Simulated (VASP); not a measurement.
# CO2 (CO2-III) (Cmce) in VASP: further runs

The runs below take CO2 (CO2-III) through single point, relaxation of cell and atoms, with PBE+D3(BJ).

All numbers are computed with VASP 6.6.1; they aren't measurements. Logs are shortened: lines on timing, memory, paths and dates and some standing lists are left out, and cuts for length are marked.

### Step 1. The cell of the first run

Symmetry: Cmce, No. 64, orthorhombic system. The conventional cell has a = 4.318 Å, b = 4.029 Å, c = 5.720 Å, α = 90.00°, β = 90.00°, γ = 90.00°. C (site symmetry 2/m) has 2 O at 1.16 Å within 1.6 Å. O (site symmetry m) has 1 C at 1.16 Å within 1.6 Å.

### Step 2. Single point, PBE+D3(BJ)

File INCAR:

```
  ALGO = Normal
  EDIFF = 1E-7
  ENCUT = 520
  GGA = PE
  ISIF = 2
  ISMEAR = 0
  IVDW = 12
  LASPH = T
  LCHARG = F
  LREAL = F
  LWAVE = F
  NBANDS = 25
  NELM = 100
  PREC = Accurate
  SIGMA = 0.01
```

File KPOINTS:

```
k-points
0
Gamma
  6 6 5
```

File POSCAR:

```
CO2
1.0
    2.1592130103     -2.0142544613      0.0000000000
    2.1592130103      2.0142544613      0.0000000000
    0.0000000000      0.0000000000      5.7201415701
C O
2 4
Direct
    0.0000000000      0.0000000000      0.0000000000
    0.5000000000      0.5000000000      0.5000000000
    0.7707262372      0.2292737628      0.1216779561
    0.2292737628      0.7707262372      0.8783220439
    0.7292737628      0.2707262372      0.6216779561
    0.2707262372      0.7292737628      0.3783220439
```

Potentials or basis: VASP PAW PBE potentials, release 64 (C, O).

On the command line:

```bash
$ cat potpaw_PBE.64/C/POTCAR potpaw_PBE.64/O/POTCAR > POTCAR
$ mpirun -np 1 vasp_std > vasp.out
```

OUTCAR:

```text
EDIFF = 1E-7
   ENCUT = 520
   GGA = PE
   ISIF = 2
   ISMEAR = 0
   IVDW = 12
   LASPH = T
   LREAL = F
   NELM = 100
   PREC = Accurate
 IVDW          = 12

 ion  position               nearest neighbor table
   1  0.000  0.000  0.000-   3 1.16   4 1.16
   2  0.500  0.500  0.500-   5 1.16   6 1.16
   3  0.771  0.229  0.122-   1 1.16
   4  0.229  0.771  0.878-   1 1.16
   5  0.729  0.271  0.622-   2 1.16
   6  0.271  0.729  0.378-   2 1.16

  LATTYP: Found a base centered orthorhombic cell.
 ALAT       =     4.0285089226
 B/A-ratio  =     1.0719663537
 C/A-ratio  =     1.4199153285

  Lattice vectors:

 A1 = (  -2.1592130103,  -2.0142544613,   0.0000000000)
 A2 = (   2.1592130103,  -2.0142544613,   0.0000000000)
 A3 = (   0.0000000000,   0.0000000000,   5.7201415701)

Analysis of symmetry for initial positions (statically):
=====================================================================
 Subroutine PRICEL returns:
 Original cell was already a primitive cell.

 Routine SETGRP: Setting up the symmetry group for a
 base centered orthorhombic supercell.

 Subroutine GETGRP returns: Found  8 space group operations
 (whereof  4 operations were pure point group operations)
 out of a pool of  8 trial point group operations.

The static configuration has the point symmetry C_2h.
 The point group associated with its full space group is D_2h.

Analysis of symmetry for dynamics (positions and initial velocities):
=====================================================================
 Subroutine PRICEL returns:
 Original cell was already a primitive cell.

 Routine SETGRP: Setting up the symmetry group for a
 base centered orthorhombic supercell.

 Subroutine GETGRP returns: Found  8 space group operations
 (whereof  4 operations were pure point group operations)
 out of a pool of  8 trial point group operations.

The dynamic configuration has the point symmetry C_2h.
 The point group associated with its full space group is D_2h.

 Subroutine INISYM returns: Found  8 space group operations
 (whereof  4 operations are pure point group operations),
 and found     1 'primitive' translations

----------------------------------------------------------------------------------------

                                     Primitive cell

  volume of cell :      49.7561

  direct lattice vectors                    reciprocal lattice vectors
     2.159213010 -2.014254461  0.000000000     0.231565852 -0.248230802  0.000000000
     2.159213010  2.014254461  0.000000000     0.231565852  0.248230802  0.000000000
     0.000000000  0.000000000  5.720141570     0.000000000  0.000000000  0.174820848

  length of vectors
     2.952866719  2.952866719  5.720141570     0.339472053  0.339472053  0.174820848

  position of ions in fractional coordinates (direct lattice)
     0.000000000  0.000000000  0.000000000
     0.500000000  0.500000000  0.500000000
     0.770726237  0.229273763  0.121677956
     0.229273763  0.770726237  0.878322044
     0.729273763  0.270726237  0.621677956
     0.270726237  0.729273763  0.378322044

  ion indices of the primitive-cell ions
   primitive index   ion index
                 1           1
                 2           2
                 3           3
                 4           4
                 5           5
                 6           6

----------------------------------------------------------------------------------------

 KPOINTS: k-points

Automatic generation of k-mesh.
 Grid dimensions read from file:
 generate k-points for:    6    6    5

 Generating k-lattice:

  Cartesian coordinates                     Fractional coordinates (reciprocal lattice)
     0.038594309 -0.041371800  0.000000000     0.166666667 -0.000000000  0.000000000
     0.038594309  0.041371800  0.000000000    -0.000000000  0.166666667  0.000000000
     0.000000000  0.000000000  0.034964170     0.000000000  0.000000000  0.200000000

  Length of vectors
     0.056578675  0.056578675  0.034964170

  Shift w.r.t. Gamma in fractional coordinates (k-lattice)
     0.000000000  0.000000000  0.000000000

 Subroutine IBZKPT returns following result:
 ===========================================

 Found     39 irreducible k-points:

 Following reciprocal coordinates:
            Coordinates               Weight
  0.000000  0.000000  0.000000      1.000000
  0.166667 -0.000000  0.000000      4.000000
  0.333333  0.000000  0.000000      4.000000
  0.500000  0.000000  0.000000      2.000000
  0.166667  0.166667  0.000000      2.000000
  0.333333  0.166667  0.000000      4.000000
[... 16 lines left out ...]
  0.333333  0.333333  0.200000      4.000000
  0.500000  0.333333  0.200000      8.000000
 [... further k-points ...]
   k-points           NKPTS =     39   k-points in BZ     NKDIM =     39   number of bands    NBANDS=     25
   number of dos      NEDOS =    301   number of ions     NIONS =      6
   total plane-waves  NPLWV =  27648
   dimension x,y,z NGX =    24 NGY =   24 NGZ =   48
   dimension x,y,z NGXF=    48 NGYF=   48 NGZF=   96
   ions per type =               2   4
   NGX,Y,Z   is equivalent  to a cutoff of  13.51, 13.51, 13.95 a.u.
   NGXF,Y,Z  is equivalent  to a cutoff of  27.02, 27.02, 27.90 a.u.
 SYSTEM =  unknown system
   PREC   = accura    normal or accurate (medium, high low for compatibility)
   ISTART =      0    job   : 0-new  1-cont  2-samecut
   ICHARG =      2    charge: 1-file 2-atom 10-const
   ISPIN  =      1    spin polarized calculation?
   LNONCOLLINEAR =      F non collinear calculations
   LSORBIT =      F    spin-orbit coupling
   LASPH  =      T    aspherical Exc in radial PAW
   ENCUT  =  520.0 eV  38.22 Ry    6.18 a.u.   5.49  5.49 10.64*2*pi/ulx,y,z
   NELM   =    100;   NELMIN=  2; NELMDL= -5     # of ELM steps
   EDIFF  = 0.1E-06   stopping-criterion for ELM
   LREAL  =      F    real-space projection
   EDIFFG = 0.1E-05   stopping-criterion for IOM
   NSW    =      0    number of steps for IOM
   IBRION =     -1    ionic relax: 0-MD 1-quasi-New 2-CG
   NFREE  =      0    steps in history (QN), initial steepest desc. (CG)
   ISIF   =      2    stress and relaxation
   ISYM   =      2    0-nonsym 1-usesym 2-fastsym
   POTIM  = 0.5000    time-step for ionic-motion
   TEBEG  =    0.0;   TEEND  =   0.0 temperature during run
   PSTRESS=    0.0 pullay stress
   NELECT =      32.0000    total number of electrons
   NUPDOWN=      -1.0000    fix difference up-down
   EMIN   =  10.00;   EMAX   =-10.00  energy-range for DOS
   EFERMI =   0.00;   METHOD = LEGACY
   ISMEAR =     0;   SIGMA  =   0.01  broadening in eV -4-tet -1-fermi 0-gaus
   EFERMI_NEDOS =   21; number of points for ismear=-14 and -15
   IALGO  =     38    algorithm
   IMIX   =      4    mixing-type and parameters
     AMIX     =   0.40;   BMIX     =  1.00
     AMIX_MAG =   1.60;   BMIX_MAG =  1.00
  volume/ion in A,a.u.               =       8.29        55.96
  Fermi-wavevector in a.u.,A,eV,Ry     =   1.413110  2.670391 27.169199  1.996880
  Thomas-Fermi vector in A             =   2.534789
   LORBIT       =      0    0 simple, 1 ext, 2 COOP (PROOUT), +10 PAW based schemes
   GGA     = PE    functional components
   LHFCALC =     F    Hartree Fock is set to
   AEXX    =    0.0000 exact exchange contribution
   IVDW    =    12    specifies the selected vdW correction
   LEPSILON=     F    determine dielectric tensor
   LRPA    =     F    only Hartree local field effects (RPA)
 non-spin polarized calculation
 Gauss-broadening in eV      SIGMA  =   0.01
  energy-cutoff  :      520.00
  volume of cell :       49.76
 maximum number of plane-waves:      1356
 NGX is ok and might be reduce to    24
   NGX = 11   NGY = 11   NGZ = 21

 number of electron      31.9999983 magnetization

 Free energy of the ion-electron system (eV)
  ---------------------------------------------------
  ext. energy  EPLUGINS =         0.00000000
  ---------------------------------------------------
  free energy    TOTEN  =       -43.64229835 eV

  energy without entropy =      -43.64229835  energy(sigma->0) =      -43.64229835

 E-fermi :   1.5591     XC(G=0): -10.9518

 val. band max:        1.4444735678   @ k =   0.5000   0.5000   0.0000
 cond. band min:       6.5730106014   @ k =   0.0000   0.0000   0.0000
 fundamental gap:      5.1285370336
 Fermi energy:         1.5591479599

 k-point     1 :       0.0000    0.0000    0.0000
  band No.  band energies     occupation
      1     -21.2327      2.00000
      2     -20.4039      2.00000
      3     -19.2555      2.00000
      4     -18.7444      2.00000
      5      -5.9802      2.00000
      6      -4.6048      2.00000
[... 17 lines left out ...]
     24      19.1872      0.00000
     25      20.5936      0.00000

 k-point     2 :       0.1667   -0.0000    0.0000
  band No.  band energies     occupation
      1     -21.0691      2.00000
      2     -20.3109      2.00000
      3     -19.2453      2.00000
      4     -18.8371      2.00000
      5      -6.1127      2.00000
      6      -4.5574      2.00000
[... 17 lines left out ...]
     24      18.6945      0.00000
     25      20.2539      0.00000

 k-point     3 :       0.3333    0.0000    0.0000
  band No.  band energies     occupation
      1     -20.6435      2.00000
      2     -20.1259      2.00000
      3     -19.2513      2.00000
      4     -19.0887      2.00000
      5      -6.3488      2.00000
      6      -5.4672      2.00000
[... 552 lines left out ...]
 k-point    23 :       0.3333    0.3333    0.2000
  band No.  band energies     occupation
      1     -20.2348      2.00000
      2     -19.8427      2.00000
      3     -19.2372      2.00000
      4     -19.1873      2.00000
      5      -6.0370      2.00000
      6      -5.7633      2.00000
[... 17 lines left out ...]
     24      18.4663      0.00000
     25      18.6367      0.00000

 k-point    24 :       0.5000    0.3333    0.2000
  band No.  band energies     occupation
      1     -19.9717      2.00000
      2     -19.7814      2.00000
      3     -19.2771      2.00000
      4     -19.2533      2.00000
      5      -6.1573      2.00000
      6      -5.8398      2.00000
[... 17 lines left out ...]
     24      17.8208      0.00000
     25      18.4901      0.00000

 [... further k-points ...]

------------------------ aborting loop because EDIFF is reached ----------------------------------------

 Edisp (eV)   -0.78994

 E8    (eV) :    -0.2073

  FORCE on cell =-STRESS in cart. coord.  units (eV):
  Direction    XX          YY          ZZ          XY          YZ          ZX
  --------------------------------------------------------------------------------------
  -------------------------------------------------------------------------------------
  Total       9.16325    11.24724    10.27408     0.00000     0.00000     0.00000
  in kB     295.06207   362.16800   330.83159     0.00000     0.00000     0.00000
  external pressure =      329.35 kB  Pullay stress =        0.00 kB

 VOLUME and BASIS-vectors are now :
 -----------------------------------------------------------------------------
  energy-cutoff  :      520.00
  volume of cell :       49.76
      direct lattice vectors                 reciprocal lattice vectors
     2.159213010 -2.014254461  0.000000000     0.231565852 -0.248230802  0.000000000
     2.159213010  2.014254461  0.000000000     0.231565852  0.248230802  0.000000000
     0.000000000  0.000000000  5.720141570     0.000000000  0.000000000  0.174820848

 POSITION                                       TOTAL-FORCE (eV/Angst)
 -----------------------------------------------------------------------------------
      0.00000      0.00000      0.00000         0.000000      0.000000      0.000000
      2.15921      0.00000      2.86007         0.000000      0.000000      0.000000
      2.15921     -1.09062      0.69602         0.000000      0.567005      0.425943
      2.15921      1.09062      5.02413         0.000000     -0.567005     -0.425943
      2.15921     -0.92363      3.55609         0.000000     -0.567005      0.425943
      2.15921      0.92363      2.16406         0.000000      0.567005     -0.425943
 -----------------------------------------------------------------------------------
    total drift:                               -0.000000      0.000000      0.000000

  FREE ENERGIE OF THE ION-ELECTRON SYSTEM (eV)
  ---------------------------------------------------
  free  energy   TOTEN  =       -44.4322383504 eV

  energy  without entropy=      -44.4322383504  energy(sigma->0) =      -44.43223835
```

Run time: 22 s. Hardware: 1 thread of AMD EPYC 9R45 (Zen 5), shared host; peak memory 0.17 GiB.

What came out:

* Free energy: -44.4322 eV
* Pressure: 32.9 GPa
* Largest force: 0.709 eV/Å
* Band gap on the k mesh: 5.13 eV, indirect (least direct gap 6.45 eV)
* Dispersion energy per atom: -0.132 eV

Forces on the atoms (eV/Å):
```
C    0.000  0.000  0.000
C    0.000  0.000  0.000
O    0.000  0.567  0.426
O    0.000 -0.567 -0.426
O    0.000 -0.567  0.426
O    0.000  0.567 -0.426
```

Stress tensor (GPa, compression positive):
```
29.51  0.00  0.00
 0.00 36.22  0.00
 0.00  0.00 33.08
```

[end of part 1 of 2]
